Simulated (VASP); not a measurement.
# IrC3: relaxation of cell and atoms with PBE

IrC3:

```xyz
4
Lattice="-2.2590 2.2590 2.2590 2.2590 -2.2590 2.2590 2.2590 2.2590 -2.2590" Properties=species:S:1:pos:R:3 pbc="T T T"
Ir    0.0000    0.0000    0.0000
C     2.2590    0.0000    0.0000
C     0.0000    2.2590    0.0000
C     0.0000    0.0000    2.2590
```

- Program: VASP 6.6.1
- Task: relaxation of cell and atoms
- Functional: PBE
- Potentials or basis: VASP PAW PBE potentials, release 64 (Ir, C)
- Cutoff: 600 eV
- k mesh: 6 × 6 × 6
- Occupations: gaussian, width 0.1 eV
- Spin: no spin polarisation
- Dipole correction: no
- Further INCAR settings: ALGO = Normal; EDIFF = 1e-07; IBRION = 2; EDIFFG = -0.04; NSW = 90; ISIF = 3

```json
{"Relaxed volume": "8.96 Å³/atom", "Relaxed cell": "a = 3.598 Å, b = 3.598 Å, c = 3.598 Å, α = 109.47°, β = 109.47°, γ = 109.47°", "Space group after relaxing (to 0.05 Å)": "Im-3m (No. 229)", "Energy gained by relaxing": "428.9 meV/atom", "Ionic steps": "7", "Pressure after relaxing": "0.0 GPa"}
```

Step by step:
| step | energy change (eV) | largest force (eV/Å) | pressure (GPa) | volume (Å³) |
| --- | --- | --- | --- | --- |
| 1 | 0.0000 | 0.0000 | -41.87 | 46.11 |
| 2 | 0.2381 | 0.0000 | 107.99 | 28.79 |
| 3 | -1.7117 | 0.0000 | -3.13 | 36.23 |
| 4 | -1.7153 | 0.0000 | -0.84 | 35.94 |
| 5 | -1.7153 | 0.0000 | 0.73 | 35.76 |
| 6 | -1.7152 | 0.0000 | -0.90 | 35.95 |
| 7 | -1.7155 | 0.0000 | 0.01 | 35.84 |

Final structure:
```yaml
crystal:
  lattice:
    - [-2.07705, 2.07705, 2.07705]
    - [2.07705, -2.07705, 2.07705]
    - [2.07705, 2.07705, -2.07705]
  atoms:
    - { symbol: Ir, position: [0.00000, 0.00000, 0.00000] }
    - { symbol: C, position: [0.00000, 0.50000, 0.50000] }
    - { symbol: C, position: [0.50000, 0.00000, 0.50000] }
    - { symbol: C, position: [0.50000, 0.50000, 0.00000] }
```

Levels at points of the mesh, in eV from the Fermi level:
```
           k point  band 7  band 8  band 9  band 10  band 11  band 12  band 13  band 14
(0.00, 0.00, 0.00)   -3.48   -3.48   -3.48    -0.85    -0.85    -0.85     2.14     2.14
(0.50, 0.00, 0.00)   -2.68   -1.82   -1.78     0.68     1.18     1.51     2.03     2.24
(0.50, 0.50, 0.50)   -1.95   -1.95   -1.95     0.85     0.85     0.85     1.39     1.39
```

It took 2.1 min on 1 thread of AMD EPYC 7R13 (shared host), peak memory 0.16 GiB.

Caveat: the volume moved by over 15 % at a fixed basis, so the end points are rough; spin-orbit coupling is left out, which moves the levels of the heavy elements.
